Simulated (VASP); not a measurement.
Write the native input for VASP 6.6.1 that does the following.

- Task: single point
- Functional: PBEsol
- Dispersion: D3(BJ)
- Potentials or basis: VASP PAW PBE potentials, release 64 (As, B)
- Cutoff: 520 eV
- k mesh: 10 × 10 × 10
- Occupations: fermi-dirac, width 0.05 eV
- Spin: no spin polarisation
- Dipole correction: no
- Further INCAR settings: ALGO = Normal; EDIFF = 1e-06; NBANDS = 11

The structure of BAs lies in POSCAR:

```
BAs
1.0
    0.0000000000      2.3652455902      2.3652455902
    2.3652455902      0.0000000000      2.3652455902
    2.3652455902      2.3652455902      0.0000000000
As B
1 1
Direct
    0.7500000000      0.7500000000      0.7500000000
    0.0000000000      0.0000000000      0.0000000000
```

These files were run (other wordings do the same):

INCAR

```
PREC = Accurate
ENCUT = 520
EDIFF = 1E-6
ISMEAR = -1
SIGMA = 0.05
LREAL = F
LASPH = T
NELM = 60
ALGO = Normal
ISIF = 2
LWAVE = F
LCHARG = T
GGA = PS
IVDW = 12
LELF = T
LVHAR = T
NBANDS = 11
```

KPOINTS

```
Automatic mesh
0
Gamma
  10 10 10
```

Potentials or basis: VASP PAW PBE potentials, release 64 (As, B).

Run with:

```bash
$ cat potpaw_PBE.64/As/POTCAR potpaw_PBE.64/B/POTCAR > POTCAR
$ mpirun -np 1 vasp_std > vasp.out
```

Results of the run:

```
Pressure                   : 1.0 GPa
Band gap on the k mesh     : 1.05 eV (least direct gap 3.28 eV)
Dispersion energy per atom : -0.282 eV
```

Caveat: the PAW data sets were made with another functional, which shifts forces and pressure a little.

It took 27 s on 1 thread of Intel(R) Xeon(R) Platinum 8375C CPU @ 2.90GHz (Ice Lake) (shared host), peak memory 0.17 GiB.
